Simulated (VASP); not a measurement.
# Al (Fmm2) in VASP: notebook

Al is run at these levels: PBEsol; tasks: single point.

Everything below comes from runs of VASP 6.6.1. Logs are shortened: lines on timing, memory, paths and dates and some standing lists are left out, and cuts for length are marked.

### Step 1. The cell of the first run

Symmetry: Fmm2, No. 42, orthorhombic system. Conventional cell: a = 6.425 Å, b = 9.087 Å, c = 9.087 Å, α = 90.00°, β = 90.00°, γ = 90.00°. Within 3.3 Å of Al (site symmetry mm2) lie 12 Al at 2.52 to 3.23 Å. Al (site symmetry m) has 14 Al at 2.52 to 3.21 Å within 3.3 Å. Al (site symmetry 2) has 14 Al at 2.78 to 3.21 Å within 3.7 Å. Al (site symmetry m) has 14 Al at 2.78 to 3.45 Å within 3.7 Å. Within 3.7 Å of Al (site symmetry mm2) lie 14 Al at 2.78 to 3.23 Å.

### Step 2. Single point, PBEsol (atom 1 (Al) moved by -0.234 Å along [1 0 0] and -0.234 Å along [0 1 0])

The input, INCAR:

```
PREC = Accurate
ENCUT = 520
EDIFF = 1E-7
ISMEAR = 0
SIGMA = 0.15
LREAL = F
LASPH = T
NELM = 60
ALGO = Fast
ISIF = 2
LWAVE = F
LCHARG = T
GGA = PS
LELF = T
LVHAR = T
NBANDS = 22
```

The input, KPOINTS:

```
Automatic mesh
0
Gamma
  10 10 10
```

The input, POSCAR:

```
Al
1.0
    3.2126361663      3.2126361663      3.2126361663
   -3.2126361663     -3.2126361663      3.2126361663
    3.2126361663     -3.2126361663     -3.2126361663
Al
8
Direct
   -0.0364186898      0.5364186898      0.5000000000
    0.0000000000      0.0000000000      0.5000000000
    0.0000000000      0.5000000000      0.0000000000
    0.0000000000      0.0000000000      0.0000000000
    0.5000000000      0.5000000000      0.5000000000
    0.5000000000      0.0000000000      0.5000000000
    0.5000000000      0.5000000000      0.0000000000
    0.5000000000      0.0000000000      0.0000000000
```

Potentials or basis: VASP PAW PBE potentials, release 64 (Al).

Started as:

```bash
$ cat potpaw_PBE.64/Al/POTCAR > POTCAR
$ mpirun -np 1 vasp_std > vasp.out
```

OUTCAR:

```text
PREC = Accurate
   ENCUT = 520
   EDIFF = 1E-7
   ISMEAR = 0
   LREAL = F
   LASPH = T
   NELM = 60
   ISIF = 2
   GGA = PS

 ion  position               nearest neighbor table
   1  0.964  0.536  0.500-   2 2.52   5 2.52   3 2.80   8 2.80   3 2.80   8 2.80   7 2.99   4 2.99
                             2 3.06   5 3.06   6 3.23   6 3.23
   2  0.000  0.000  0.500-   1 2.52   4 2.78   6 2.78   7 2.78   4 2.78   6 2.78   7 2.78   1 3.06
                             3 3.21   3 3.21   5 3.21   8 3.21   5 3.21   8 3.21
   3  0.000  0.500  0.000-   4 2.78   6 2.78   7 2.78   4 2.78   7 2.78   6 2.78   1 2.80   1 2.80
                             5 3.21   2 3.21   8 3.21   5 3.21   8 3.21   2 3.21
   4  0.000  0.000  0.000-   2 2.78   3 2.78   5 2.78   8 2.78   2 2.78   3 2.78   8 2.78   5 2.78
                             1 2.99   6 3.21   6 3.21   7 3.21   7 3.21
   5  0.500  0.500  0.500-   1 2.52   4 2.78   6 2.78   7 2.78   7 2.78   6 2.78   4 2.78   1 3.06
                             2 3.21   8 3.21   8 3.21   3 3.21   2 3.21   3 3.21
   6  0.500  0.000  0.500-   2 2.78   3 2.78   5 2.78   8 2.78   8 2.78   5 2.78   2 2.78   3 2.78
                             7 3.21   7 3.21   4 3.21   4 3.21   1 3.23   1 3.23
   7  0.500  0.500  0.000-   2 2.78   3 2.78   5 2.78   8 2.78   5 2.78   8 2.78   3 2.78   2 2.78
                             1 2.99   6 3.21   6 3.21   4 3.21   4 3.21
   8  0.500  0.000  0.000-   4 2.78   6 2.78   7 2.78   6 2.78   7 2.78   4 2.78   1 2.80   1 2.80
                             3 3.21   5 3.21   2 3.21   5 3.21   2 3.21   3 3.21

  LATTYP: Found a body centered cubic cell.
 ALAT       =     6.4252723326

  Lattice vectors:

 A1 = (   3.2126361663,   3.2126361663,   3.2126361663)
 A2 = (  -3.2126361663,  -3.2126361663,   3.2126361663)
 A3 = (   3.2126361663,  -3.2126361663,  -3.2126361663)

Analysis of symmetry for initial positions (statically):
=====================================================================
 Subroutine PRICEL returns:
 Original cell was already a primitive cell.

 Routine SETGRP: Setting up the symmetry group for a
 body centered cubic supercell.

 Subroutine GETGRP returns: Found  4 space group operations
 (whereof  2 operations were pure point group operations)
 out of a pool of 48 trial point group operations.

The static configuration has the point symmetry C_1h.
 The point group associated with its full space group is C_2v.

Analysis of symmetry for dynamics (positions and initial velocities):
=====================================================================
 Subroutine PRICEL returns:
 Original cell was already a primitive cell.

 Routine SETGRP: Setting up the symmetry group for a
 body centered cubic supercell.

 Subroutine GETGRP returns: Found  4 space group operations
 (whereof  2 operations were pure point group operations)
 out of a pool of 48 trial point group operations.

The dynamic configuration has the point symmetry C_1h.
 The point group associated with its full space group is C_2v.

 Subroutine INISYM returns: Found  4 space group operations
 (whereof  2 operations are pure point group operations),
 and found     1 'primitive' translations

----------------------------------------------------------------------------------------

                                     Primitive cell

  volume of cell :     132.6309

  direct lattice vectors                    reciprocal lattice vectors
     3.212636166  3.212636166  3.212636166     0.155635427  0.000000000  0.155635427
    -3.212636166 -3.212636166  3.212636166     0.000000000 -0.155635427  0.155635427
     3.212636166 -3.212636166 -3.212636166     0.155635427 -0.155635427  0.000000000

  length of vectors
     5.564449066  5.564449066  5.564449066     0.220101731  0.220101731  0.220101731

  position of ions in fractional coordinates (direct lattice)
     0.963581310  0.536418690  0.500000000
     0.000000000  0.000000000  0.500000000
     0.000000000  0.500000000  0.000000000
     0.000000000  0.000000000  0.000000000
     0.500000000  0.500000000  0.500000000
     0.500000000  0.000000000  0.500000000
     0.500000000  0.500000000  0.000000000
     0.500000000  0.000000000  0.000000000

  ion indices of the primitive-cell ions
   primitive index   ion index
                 1           1
                 2           2
                 3           3
                 4           4
                 5           5
                 6           6
                 7           7
                 8           8

----------------------------------------------------------------------------------------

 KPOINTS: Automatic mesh

Automatic generation of k-mesh.
 Grid dimensions read from file:
 generate k-points for:   10   10   10

 Generating k-lattice:

  Cartesian coordinates                     Fractional coordinates (reciprocal lattice)
     0.015563543  0.000000000  0.015563543     0.100000000  0.000000000  0.000000000
     0.000000000 -0.015563543  0.015563543     0.000000000  0.100000000  0.000000000
     0.015563543 -0.015563543  0.000000000     0.000000000  0.000000000  0.100000000

  Length of vectors
     0.022010173  0.022010173  0.022010173

  Shift w.r.t. Gamma in fractional coordinates (k-lattice)
     0.000000000  0.000000000  0.000000000

 Subroutine IBZKPT returns following result:
 ===========================================

 Found    171 irreducible k-points:

 Following reciprocal coordinates:
            Coordinates               Weight
  0.000000  0.000000  0.000000      1.000000
  0.100000  0.000000  0.000000      8.000000
  0.000000  0.000000  0.100000      2.000000
  0.100000 -0.100000  0.000000      2.000000
  0.200000  0.000000  0.000000      8.000000
  0.000000  0.000000  0.200000      2.000000
[... 16 lines left out ...]
  0.100000 -0.000000  0.200000      8.000000
  0.300000  0.000000 -0.200000      8.000000
 [... further k-points ...]
   k-points           NKPTS =    171   k-points in BZ     NKDIM =    171   number of bands    NBANDS=     22
   number of dos      NEDOS =    301   number of ions     NIONS =      8
   total plane-waves  NPLWV =  74088
   dimension x,y,z NGX =    42 NGY =   42 NGZ =   42
   dimension x,y,z NGXF=    84 NGYF=   84 NGZF=   84
   ions per type =               8
   NGX,Y,Z   is equivalent  to a cutoff of  12.55, 12.55, 12.55 a.u.
   NGXF,Y,Z  is equivalent  to a cutoff of  25.10, 25.10, 25.10 a.u.
 SYSTEM =  unknown system
   PREC   = accura    normal or accurate (medium, high low for compatibility)
   ISTART =      0    job   : 0-new  1-cont  2-samecut
   ICHARG =      2    charge: 1-file 2-atom 10-const
   ISPIN  =      1    spin polarized calculation?
   LNONCOLLINEAR =      F non collinear calculations
   LSORBIT =      F    spin-orbit coupling
   LASPH  =      T    aspherical Exc in radial PAW
   ENCUT  =  520.0 eV  38.22 Ry    6.18 a.u.  10.35 10.35 10.35*2*pi/ulx,y,z
   NELM   =     60;   NELMIN=  2; NELMDL= -5     # of ELM steps
   EDIFF  = 0.1E-06   stopping-criterion for ELM
   LREAL  =      F    real-space projection
   EDIFFG = 0.1E-05   stopping-criterion for IOM
   NSW    =      0    number of steps for IOM
   IBRION =     -1    ionic relax: 0-MD 1-quasi-New 2-CG
   NFREE  =      0    steps in history (QN), initial steepest desc. (CG)
   ISIF   =      2    stress and relaxation
   ISYM   =      2    0-nonsym 1-usesym 2-fastsym
   POTIM  = 0.5000    time-step for ionic-motion
   TEBEG  =    0.0;   TEEND  =   0.0 temperature during run
   PSTRESS=    0.0 pullay stress
   NELECT =      24.0000    total number of electrons
   NUPDOWN=      -1.0000    fix difference up-down
   EMIN   =  10.00;   EMAX   =-10.00  energy-range for DOS
   EFERMI =   0.00;   METHOD = LEGACY
   ISMEAR =     0;   SIGMA  =   0.15  broadening in eV -4-tet -1-fermi 0-gaus
   EFERMI_NEDOS =   21; number of points for ismear=-14 and -15
   IALGO  =     68    algorithm
   IMIX   =      4    mixing-type and parameters
     AMIX     =   0.40;   BMIX     =  1.00
     AMIX_MAG =   1.60;   BMIX_MAG =  1.00
  volume/ion in A,a.u.               =      16.58       111.88
  Fermi-wavevector in a.u.,A,eV,Ry     =   0.925970  1.749830 11.665920  0.857421
  Thomas-Fermi vector in A             =   2.051882
   LORBIT       =      0    0 simple, 1 ext, 2 COOP (PROOUT), +10 PAW based schemes
   GGA     = PS    functional components
   LHFCALC =     F    Hartree Fock is set to
   AEXX    =    0.0000 exact exchange contribution
   IVDW    =     0    specifies the selected vdW correction
   LEPSILON=     F    determine dielectric tensor
   LRPA    =     F    only Hartree local field effects (RPA)
 non-spin polarized calculation
 RMM-DIIS sequential band-by-band and
 Gauss-broadening in eV      SIGMA  =   0.15
  energy-cutoff  :      520.00
  volume of cell :      132.63
 maximum number of plane-waves:      3593
 NGX is ok and might be reduce to    42
   NGX = 21   NGY = 21   NGZ = 21

 number of electron      23.9999999 magnetization

 Free energy of the ion-electron system (eV)
  ---------------------------------------------------
  ext. energy  EPLUGINS =         0.00000000
  ---------------------------------------------------
  free energy    TOTEN  =       -31.71416649 eV

  energy without entropy =      -31.67410714  energy(sigma->0) =      -31.69413682

 E-fermi :   7.8904     XC(G=0): -10.2369

 val. band max:        7.8881531010   @ k =   0.1000   0.1000  -0.1000
 cond. band min:       7.8914305600   @ k =   0.5000  -0.4000  -0.1000
 fundamental gap:      0.0032774590
 Fermi energy:         7.8903598140

 k-point     1 :       0.0000    0.0000    0.0000
  band No.  band energies     occupation
      1      -3.2207      2.00000
      2       3.1858      2.00000
      3       3.4645      2.00000
      4       3.4855      2.00000
      5       3.5634      2.00000
      6       3.5668      2.00000
[... 14 lines left out ...]
     21      15.8856      0.00000
     22      15.9940      0.00000

 k-point     2 :       0.1000    0.0000    0.0000
  band No.  band energies     occupation
      1      -3.1494      2.00000
      2       2.3744      2.00000
      3       2.9592      2.00000
      4       3.1136      2.00000
      5       3.1555      2.00000
      6       3.3459      2.00000
[... 14 lines left out ...]
     21      14.8359      0.00000
     22      14.9295      0.00000
[... 523 lines left out ...]
     21      12.9078      0.00000
     22      13.6246      0.00000

 k-point    24 :       0.3000    0.0000   -0.2000
  band No.  band energies     occupation
      1      -2.7230      2.00000
      2       0.7898      2.00000
      3       1.4761      2.00000
      4       2.2256      2.00000
      5       2.9067      2.00000
      6       3.5556      2.00000
[... 14 lines left out ...]
     21      12.9133      0.00000
     22      13.5787      0.00000

 [... further k-points ...]
[... 5 lines left out ...]
  --------------------------------------------------------------------------------------
  -------------------------------------------------------------------------------------
  Total        0.7237774      0.7237774      1.1291509      0.8841651      0.0000000      0.0000000
  in kB        8.7432113      8.7432113     13.6401125     10.6806910      0.0000000      0.0000000
  external PRESSURE =      10.3755117 kB  Pullay stress =       0.0000000 kB

 VOLUME and BASIS-vectors are now :
 -----------------------------------------------------------------------------
  energy-cutoff  :      520.00
  volume of cell :      132.63
      direct lattice vectors                 reciprocal lattice vectors
     3.212636166  3.212636166  3.212636166     0.155635427  0.000000000  0.155635427
    -3.212636166 -3.212636166  3.212636166     0.000000000 -0.155635427  0.155635427
     3.212636166 -3.212636166 -3.212636166     0.155635427 -0.155635427  0.000000000

 POSITION                                       TOTAL-FORCE (eV/Angst)
 -----------------------------------------------------------------------------------
      2.97864     -0.23400      3.21264         1.150640      1.150640     -0.000000
      1.60632     -1.60632     -1.60632        -0.621566     -0.621566      0.760651
     -1.60632     -1.60632      1.60632         0.086221      0.086221     -0.000000
      0.00000      0.00000      0.00000        -0.022342     -0.040979     -0.000000
      1.60632     -1.60632      1.60632        -0.621566     -0.621566     -0.760651
      3.21264      0.00000      0.00000        -0.016629     -0.016629     -0.000000
      0.00000      0.00000      3.21264        -0.040979     -0.022342     -0.000000
      1.60632      1.60632      1.60632         0.086221      0.086221     -0.000000
 -----------------------------------------------------------------------------------
    total drift:                                0.000001      0.000001     -0.000000

  FREE ENERGIE OF THE ION-ELECTRON SYSTEM (eV)
  ---------------------------------------------------
  free  energy   TOTEN  =       -31.7141664915 eV

  energy  without entropy=      -31.6741071432  energy(sigma->0) =      -31.69413682
```

It took 20 min on 1 thread of Intel Xeon 8259CL, shared host; peak memory 0.49 GiB.

Results:

```
Free energy            : -31.7142 eV
Pressure               : 1.0 GPa
Largest force          : 1.627 eV/Å
Band gap on the k mesh : zero (bands 12 and 13 overlap by 4.62 eV)
```

Forces on the atoms (eV/Å):
```
Al   1.151  1.151  0.000
Al  -0.622 -0.622  0.761
Al   0.086  0.086  0.000
Al  -0.022 -0.041  0.000
Al  -0.622 -0.622 -0.761
Al  -0.017 -0.017  0.000
Al  -0.041 -0.022  0.000
Al   0.086  0.086  0.000
```

Stress tensor (GPa, compression positive):
```
0.87 1.07 0.00
1.07 0.87 0.00
0.00 0.00 1.36
```

Caveat: the cell differs from its parent crystal (atom 1 (Al) moved by -0.234 Å along [1 0 0] and -0.234 Å along [0 1 0]); the PAW data sets were made with another functional, which shifts forces and pressure a little.

### Step 3. Single point, PBEsol (atom 1 (Al) moved by -1.170 Å along [1 0 0] and -1.170 Å along [0 1 0])

The input, INCAR:

```
ALGO = Fast ; EDIFF = 1E-6
ENCUT = 520 ; GGA = PS
ISIF = 2 ; ISMEAR = 0
LASPH = True ; LCHARG = True
LELF = True ; LREAL = False
LVHAR = True ; LWAVE = False
NBANDS = 22 ; NELM = 60
PREC = Accurate ; SIGMA = 0.15
```

The input, KPOINTS:

```
k-points
0
Gamma
  10 10 10
```

POSCAR: that of step 2 with these lines changed.

```diff
@@ -8,3 +8,3 @@
 Direct
-   -0.0364186898      0.5364186898      0.5000000000
+   -0.1820934490      0.6820934490      0.5000000000
     0.0000000000      0.0000000000      0.5000000000
```

Potentials or basis: VASP PAW PBE potentials, release 64 (Al).

Started as:

```bash
$ cat potpaw_PBE.64/Al/POTCAR > POTCAR
$ mpirun -np 1 vasp_std > vasp.out
```

Run time: 20 min. Hardware: 1 thread of Intel Xeon 8259CL, shared host; peak memory 0.49 GiB.

It converged, with:

* Free energy: -19.8554 eV
* Pressure: 27.9 GPa
* Largest force: 19.257 eV/Å
* Band gap on the k mesh: zero (bands 12 and 13 overlap by 2.49 eV)

Forces in eV/Å, atoms in the order of the input:
```
Al   10.634  10.634   0.000
Al   -4.979  -4.979  17.924
Al    0.011   0.011   0.000
Al    0.646  -1.452   0.000
Al   -4.979  -4.979 -17.924
Al    0.108   0.108   0.000
Al   -1.452   0.646   0.000
Al    0.011   0.011   0.000
```

Stress tensor (GPa, compression positive):
```
 8.00  1.55  0.00
 1.55  8.00  0.00
 0.00  0.00 67.58
```

Levels at points of the mesh, in eV from the Fermi level:
| k point | band 10 | band 11 | band 12 | band 13 | band 14 | band 15 |
| --- | --- | --- | --- | --- | --- | --- |
| (0.00, 0.00, 0.00) | -3.43 | -3.23 | -3.21 | -1.46 | 1.66 | 2.09 |
| (0.50, 0.00, 0.00) | -1.54 | -0.24 | 0.11 | 0.57 | 0.80 | 1.18 |
| (0.00, 0.00, 0.50) | -1.58 | -0.49 | -0.19 | 0.13 | 0.99 | 1.43 |
| (0.50, 0.50, 0.00) | -1.60 | 0.40 | 0.67 | 0.78 | 0.80 | 0.85 |
| (0.50, 0.50, 0.50) | -1.15 | -0.78 | -0.57 | -0.11 | 1.12 | 3.48 |

Caveat: the cell differs from its parent crystal (atom 1 (Al) moved by -1.170 Å along [1 0 0] and -1.170 Å along [0 1 0]); the stress differs along the axes, from 8 to 68 GPa; the PAW data sets were made with another functional, which shifts forces and pressure a little.

### Step 4. Single point, PBEsol (atom 1 (Al) moved by -0.702 Å along [1 0 0] and -0.702 Å along [0 1 0])

The input, INCAR:

```
SYSTEM = Al
  PREC = Accurate
  ENCUT = 520
  EDIFF = 1E-7
  ISMEAR = 0
  SIGMA = 0.15
  LREAL = .False.
  LASPH = .True.
  NELM = 100
  ALGO = Fast
  ISIF = 2
  LWAVE = .False.
  LCHARG = .False.
  GGA = PS
  NBANDS = 22
```

The input, KPOINTS:

```
Automatic mesh
0
Gamma
  10 10 10
  0 0 0
```

POSCAR: that of step 3 with these lines changed.

```diff
@@ -8,3 +8,3 @@
 Direct
-   -0.1820934490      0.6820934490      0.5000000000
+   -0.1092560694      0.6092560694      0.5000000000
     0.0000000000      0.0000000000      0.5000000000
```

Started as:

```bash
$ cat potpaw_PBE.64/Al/POTCAR > POTCAR
$ mpirun -np 1 vasp_std > vasp.out
```

It took 20 min on 1 thread of Intel Xeon 8259CL, shared host; peak memory 0.48 GiB.

The run converged. Its results:

```yaml
Free_energy: -28.5593 eV
Pressure: 10.3 GPa
Largest_force: 8.986 eV/Å
Band_gap_on_the_k_mesh: zero (bands 12 and 13 overlap by 3.49 eV)
```

Forces in eV/Å, atoms in the order of the input:
```
Al   6.354  6.354  0.000
Al  -3.064 -3.064  5.374
Al   0.125  0.125  0.000
Al   0.020 -0.478  0.000
Al  -3.064 -3.064 -5.374
Al  -0.020 -0.020  0.000
Al  -0.478  0.020  0.000
Al   0.125  0.125  0.000
```

Stress tensor (GPa, compression positive):
```
 6.19  6.10  0.00
 6.10  6.19  0.00
 0.00  0.00 18.42
```

Levels at points of the mesh, in eV from the Fermi level:
```csv
k point,band 8,band 9,band 10,band 11,band 12,band 13,band 14,band 15,band 16,band 17
"(0.00, 0.00, 0.00)",-3.86,-3.67,-3.65,-3.48,-3.39,-2.34,1.72,2.03,2.08,2.87
"(0.50, 0.00, 0.00)",-2.63,-2.21,-1.79,-0.09,0.45,0.63,0.85,1.21,1.34,1.62
"(0.00, 0.00, 0.50)",-2.28,-2.22,-2.10,-0.16,0.20,0.45,0.92,1.18,1.55,1.78
"(0.50, 0.50, 0.00)",-2.62,-2.01,-1.60,0.35,0.59,0.70,0.80,1.33,1.38,1.45
"(0.50, 0.50, 0.50)",-1.45,-1.21,-1.01,-0.63,-0.39,0.00,0.67,3.74,4.25,4.46
```

Caveat: the cell differs from its parent crystal (atom 1 (Al) moved by -0.702 Å along [1 0 0] and -0.702 Å along [0 1 0]); the stress differs along the axes, from 6 to 18 GPa; the PAW data sets were made with another functional, which shifts forces and pressure a little.

### Step 5. Summary

```tsv
cell	further INCAR settings	gap on the mesh (eV)	pressure (GPa)	largest force (eV/Å)
as given, atomic positions A	ALGO = Fast; EDIFF = 1e-07; NBANDS = 22	none	1.0	1.63
as given, atomic positions B	ALGO = Fast; EDIFF = 1e-06; NBANDS = 22	none	27.9	19.26
as given, atomic positions C	ALGO = Fast; EDIFF = 1e-07; NBANDS = 22	none	10.3	8.99
```

Alike in all rows: task single point; level PBEsol; potentials or basis VASP PAW PBE potentials, release 64 (Al); no spin polarisation; k mesh 10 × 10 × 10; cutoff (eV) 520; smearing gaussian 0.15 eV.

Caveats: the PAW data sets were made with another functional, which shifts forces and pressure a little; the stress differs along the axes, from 8 to 68 GPa (at least some runs); the stress differs along the axes, from 6 to 18 GPa (at least some runs).

Total energies depend on the potentials used, so only differences within one code and one set of settings carry meaning.
